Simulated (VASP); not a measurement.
# Hf4Br (Im-3m) in VASP: a series of runs, part 2 of 2

VASP 6.6.1. The steps go on from the part before.

## Step 3: Single point, PBE

This run uses another cell than the first one, of 24.23 Å³/atom, 1.004 times its volume.

INCAR

```
SYSTEM = Hf4Br
PREC = Accurate
ENCUT = 520
EDIFF = 1E-6
ISMEAR = 0
SIGMA = 0.1
LREAL = .False.
LASPH = .True.
NELM = 80
ALGO = Normal
ISIF = 2
LWAVE = .False.
LCHARG = .True.
GGA = PE
LELF = .True.
LVHAR = .True.
NBANDS = 32
```

KPOINTS

```
Automatic mesh
0
Gamma
  8 8 8
  0 0 0
```

POSCAR

```
Hf4Br
1.0
   -3.1170771701      3.1170771701      3.1170771701
    3.1170771701     -3.1170771701      3.1170771701
    3.1170771701      3.1170771701     -3.1170771701
Hf Br
4 1
Direct
    0.0000000000      0.0000000000      0.5000000000
    0.5000000000      0.0000000000      0.0000000000
    0.0000000000      0.5000000000      0.0000000000
    0.5000000000      0.5000000000      0.5000000000
    0.0000000000      0.0000000000      0.0000000000
```

Potentials or basis: VASP PAW PBE potentials, release 64 (Hf_pv, Br).

Launch:

```bash
> cat potpaw_PBE.64/Hf_pv/POTCAR potpaw_PBE.64/Br/POTCAR > POTCAR
> mpirun -np 1 vasp_std > vasp.out
```

OUTCAR:

```text
SYSTEM = Hf4Br
   PREC = Accurate
   ENCUT = 520
   EDIFF = 1E-6
   ISMEAR = 0
   LREAL = .False.
   LASPH = .True.
   NELM = 80
   ISIF = 2
   GGA = PE

 ion  position               nearest neighbor table
   1  0.000  0.000  0.500-   5 2.70   5 2.70   4 3.12   2 3.12   3 3.12   3 3.12   2 3.12   4 3.12

   2  0.500  0.000  0.000-   5 2.70   5 2.70   4 3.12   1 3.12   4 3.12   3 3.12   1 3.12   3 3.12

   3  0.000  0.500  0.000-   5 2.70   5 2.70   4 3.12   1 3.12   2 3.12   1 3.12   4 3.12   2 3.12
[... 1047 lines left out ...]
  --------------------------------------------------------------------------------------
  -------------------------------------------------------------------------------------
  Total       -0.2942698     -0.2942698     -0.2942698     -0.0000000     -0.0000000      0.0000000
  in kB       -3.8918274     -3.8918274     -3.8918274     -0.0000000     -0.0000000      0.0000000
  external PRESSURE =      -3.8918274 kB  Pullay stress =       0.0000000 kB

 VOLUME and BASIS-vectors are now :
 -----------------------------------------------------------------------------
  energy-cutoff  :      520.00
  volume of cell :      121.14
      direct lattice vectors                 reciprocal lattice vectors
    -3.117077170  3.117077170  3.117077170     0.000000000  0.160406680  0.160406680
     3.117077170 -3.117077170  3.117077170     0.160406680  0.000000000  0.160406680
     3.117077170  3.117077170 -3.117077170     0.160406680  0.160406680  0.000000000

 POSITION                                       TOTAL-FORCE (eV/Angst)
 -----------------------------------------------------------------------------------
      1.55854      1.55854     -1.55854        -0.000000      0.000000      0.000000
     -1.55854      1.55854      1.55854         0.000000      0.000000     -0.000000
      1.55854     -1.55854      1.55854        -0.000000     -0.000000      0.000000
      1.55854      1.55854      1.55854        -0.000000     -0.000000      0.000000
      0.00000      0.00000      0.00000         0.000000      0.000000      0.000000
 -----------------------------------------------------------------------------------
    total drift:                                0.000000     -0.000000      0.000000

  FREE ENERGIE OF THE ION-ELECTRON SYSTEM (eV)
  ---------------------------------------------------
  free  energy   TOTEN  =       -37.4603444644 eV

  energy  without entropy=      -37.4470652193  energy(sigma->0) =      -37.45370484
```

stdout:

```text
POSCAR found type information on POSCAR HfBr
 POSCAR found :  2 types and       5 ions
 scaLAPACK will be used
 LDA part: xc-table for (Slater+PW92), standard interpolation
 POSCAR, INCAR and KPOINTS ok, starting setup
 FFT: planning ... GRIDC
 FFT: planning ... GRID_SOFT
 FFT: planning ... GRID
 WAVECAR not read
 entering main loop
```

It took 46 s on 1 thread of Intel Xeon 6975P-C (Granite Rapids), shared host; peak memory 0.29 GiB.

What came out:

```yaml
Free_energy: -37.4603 eV
Pressure: -0.4 GPa
```

Caveat: spin-orbit coupling is left out, which moves the levels of the heavy elements; an odd number of electrons without spin polarisation forces a metal; a magnetic or distorted state may lie lower.

## Step 4: Relaxation of cell and atoms, PBE

INCAR

```
SYSTEM = Hf4Br
PREC = Accurate
ENCUT = 600
EDIFF = 1E-7
ISMEAR = 0
SIGMA = 0.1
LREAL = .FALSE.
LASPH = .TRUE.
NELM = 100
ALGO = Normal
ISIF = 3
LWAVE = .FALSE.
LCHARG = .FALSE.
GGA = PE
IBRION = 2
NSW = 100
EDIFFG = -0.01
```

KPOINTS

```
Automatic mesh
0
G
  8 8 8
  0 0 0
```

POSCAR: that of step 3 with these lines changed.

```diff
@@ -2,5 +2,5 @@
 1.0
-   -3.1170771701      3.1170771701      3.1170771701
-    3.1170771701     -3.1170771701      3.1170771701
-    3.1170771701      3.1170771701     -3.1170771701
+   -3.1134275435      3.1134275435      3.1134275435
+    3.1134275435     -3.1134275435      3.1134275435
+    3.1134275435      3.1134275435     -3.1134275435
 Hf Br
```

Launch:

```bash
> cat potpaw_PBE.64/Hf_pv/POTCAR potpaw_PBE.64/Br/POTCAR > POTCAR
> mpirun -np 1 vasp_std > vasp.out
```

It took 2.8 min on 1 thread of Intel Xeon 6975P-C (Granite Rapids), shared host; peak memory 0.39 GiB.

Results (log left out):

```yaml
Free_energy: -37.4616 eV
Relaxed_volume: 24.12 Å³/atom
Relaxed_cell: a = 5.391 Å, b = 5.391 Å, c = 5.391 Å, α = 109.47°, β = 109.47°, γ = 109.47°
Space_group_after_relaxing_to_0.05_Å: Im-3m (No. 229)
Energy_gained_by_relaxing: 0.0 meV/atom
Ionic_steps: 3
Pressure_after_relaxing: 0.0 GPa
```

Final structure:
```yaml
crystal:
  lattice:
    - [-3.11242, 3.11242, 3.11242]
    - [3.11242, -3.11242, 3.11242]
    - [3.11242, 3.11242, -3.11242]
  atoms:
    - { symbol: Hf, position: [0.00000, 0.00000, 0.50000] }
    - { symbol: Hf, position: [0.50000, 0.00000, 0.00000] }
    - { symbol: Hf, position: [0.00000, 0.50000, 0.00000] }
    - { symbol: Hf, position: [0.50000, 0.50000, 0.50000] }
    - { symbol: Br, position: [0.00000, 0.00000, 0.00000] }
```

Levels at points of the mesh, in eV from the Fermi level:
```tsv
k point	band 20	band 21	band 22	band 23	band 24	band 25	band 26	band 27	band 28
(0.00, 0.00, 0.00)	-1.86	-1.86	-1.86	-1.51	-1.51	1.68	1.75	1.75	1.75
(0.50, 0.00, 0.00)	-0.82	-0.82	-0.70	-0.54	0.53	0.82	0.85	1.06	1.24
(0.50, 0.50, 0.50)	-0.86	-0.86	-0.86	-0.82	-0.82	0.75	0.75	0.75	2.39
```

Caveat: spin-orbit coupling is left out, which moves the levels of the heavy elements; an odd number of electrons without spin polarisation forces a metal; a magnetic or distorted state may lie lower.

## Step 5: Overview

```tsv
task	cell	k mesh	cutoff (eV)	gap on the mesh (eV)	pressure (GPa)
single point	a = 5.393 Å, angles 109.5°, 5 atoms	4 × 4 × 4	520	none	-0.4
single point	a = 5.399 Å, angles 109.5°, 5 atoms	8 × 8 × 8	520	none	-0.4
relaxation of cell and atoms	relaxed from a = 5.393 Å, angles 109.5°, 5 atoms	8 × 8 × 8	600	none	0.0
```

Alike in all rows: level PBE; potentials or basis VASP PAW PBE potentials, release 64 (Hf_pv, Br); no spin polarisation; smearing gaussian 0.1 eV.

Caveats: spin-orbit coupling is left out, which moves the levels of the heavy elements; an odd number of electrons without spin polarisation forces a metal; a magnetic or distorted state may lie lower.

Absolute energies hang on the potentials; compare differences alone.
